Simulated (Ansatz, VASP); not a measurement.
**Two plane-wave programs on C**

```
C
1.0
     2.44460    0.00000    0.00000
    -1.22230    2.11709    0.00000
     0.00000    0.00000   29.08831
C
12
Cartesian
  1.2223 0.7057 29.1301
  1.2223 0.7057 14.5865
  1.2223 0.7057 21.2302
  1.2223 0.7057 6.6866
  0.0000 0.0000 17.9094
  0.0000 1.4114 6.6861
  0.0000 0.0000 3.3652
  1.2223 0.7057 17.9094
  0.0000 1.4114 21.2308
  0.0000 1.4114 3.3652
  0.0000 1.4114 14.5860
  0.0000 1.4114 29.1307
```

Alike in both runs: functional LDA; k mesh 18 × 18 × 2; occupations gaussian, width 0.1 eV; no spin polarisation.

Ansatz relaxed the structure, and its values are those at the end. VASP's run is a single point on that final structure, the one shown.

```csv
,VASP,Ansatz
version,VASP 6.6.1,Ansatz 0.2.0
potentials or method,"VASP PAW LDA potentials, release 64 (C), cutoff 520 eV","scalar-relativistic, plane waves, PAW"
valence electrons in the cell,48,48
```

|  | VASP | Ansatz | Ansatz less VASP |
| --- | --- | --- | --- |
| gap on the k mesh at the Fermi level (eV) | 0.01 | 0.01 | 0.000 |
| least direct gap on the mesh (eV) | 0.01 | 0.01 | 0.000 |

Ansatz warns that its potentials were made for another functional, while VASP's fit it. LDA's correlation is that of Perdew and Zunger in VASP and of Perdew and Wang (1992) in Ansatz.
